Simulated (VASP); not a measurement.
A run of VASP 6.6.1 is set up as follows.

INCAR

```
SYSTEM = AlRu
ALGO     = Fast           ! electronic algorithm
EDIFF    = 1E-6           ! SCF threshold, eV
ENCUT    = 520            ! plane-wave cutoff, eV
GGA      = PE             ! functional
ISIF     = 2              ! what is computed and relaxed
ISMEAR   = 0              ! smearing method
LASPH    = .TRUE.         ! aspherical terms in the spheres
LCHARG   = .FALSE.        ! write CHGCAR
LREAL    = .FALSE.        ! projectors in reciprocal space
LWAVE    = .FALSE.        ! write WAVECAR
NBANDS   = 16             ! bands
NELM     = 60             ! most SCF steps
PREC     = Accurate       ! precision mode
SIGMA    = 0.15           ! smearing width, eV
```

KPOINTS

```
k-points
0
G
  20 20 20
  0 0 0
```

The input POSCAR:

```
AlRu
1.0
    2.9139621829      0.0000000000      0.0000000000
    0.0000000000      2.9139621829      0.0000000000
    0.0000000000      0.0000000000      3.0040847246
Al Ru
1 1
Direct
    0.0000000000      0.0000000000      0.0000000000
    0.5000000000      0.5000000000      0.5000000000
```

Potentials or basis: VASP PAW PBE potentials, release 64 (Al, Ru_pv).

Run with:

```console
$ cat potpaw_PBE.64/Al/POTCAR potpaw_PBE.64/Ru_pv/POTCAR > POTCAR
$ mpirun -np 1 vasp_std > vasp.out
```

(1) What does it give for the pressure?

## Answers

(1) 14.2 GPa.

Caveat: the cell differs from its parent crystal (strain -0.030 along x and y, +0.000 along z).
